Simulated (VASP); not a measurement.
Write the native input for VASP 6.6.1 that does the following.

```
Task                   : relaxation of cell and atoms
Functional             : PBE
Potentials or basis    : VASP PAW PBE potentials, release 64 (Bi_d, Te)
Cutoff                 : 600 eV
k mesh                 : 12 × 12 × 12
Occupations            : gaussian, width 0.1 eV
Spin                   : no spin polarisation
Dipole correction      : no
Further INCAR settings : ALGO = Normal; EDIFF = 1e-07; IBRION = 2; EDIFFG = -0.005; NSW = 100; ISIF = 3
```

The structure of BiTe lies in POSCAR:

```
BiTe
1.0
    0.0000000000      3.2349999084      3.2349999084
    3.2349999084      0.0000000000      3.2349999084
    3.2349999084      3.2349999084      0.0000000000
Bi Te
1 1
Direct
    0.5000000000      0.5000000000      0.5000000000
    0.0000000000      0.0000000000      0.0000000000
```

One way to write it, as run:

INCAR

```
  ALGO = Normal
  EDIFF = 1E-7
  EDIFFG = -0.005
  ENCUT = 600
  GGA = PE
  IBRION = 2
  ISIF = 3
  ISMEAR = 0
  LASPH = T
  LCHARG = F
  LREAL = F
  LWAVE = F
  NELM = 60
  NSW = 100
  PREC = Accurate
  SIGMA = 0.1
```

KPOINTS

```
k-points
0
Gamma
  12 12 12
```

Potentials or basis: VASP PAW PBE potentials, release 64 (Bi_d, Te).

Launch:

```bash
$ cat potpaw_PBE.64/Bi_d/POTCAR potpaw_PBE.64/Te/POTCAR > POTCAR
$ mpirun -np 1 vasp_std > vasp.out
```

It gave:

- Relaxed volume: 34.34 Å³/atom
- Relaxed cell: a = 4.597 Å, b = 4.597 Å, c = 4.597 Å, α = 60.00°, β = 60.00°, γ = 60.00°
- Space group after relaxing (to 0.05 Å): Fm-3m (No. 225)
- Energy gained by relaxing: 1.0 meV/atom
- Ionic steps: 3
- Pressure after relaxing: 0.0 GPa

Run time: 3.5 min on 1 thread of Intel Xeon 6975P-C, with other jobs on the host, peak memory 0.31 GiB.
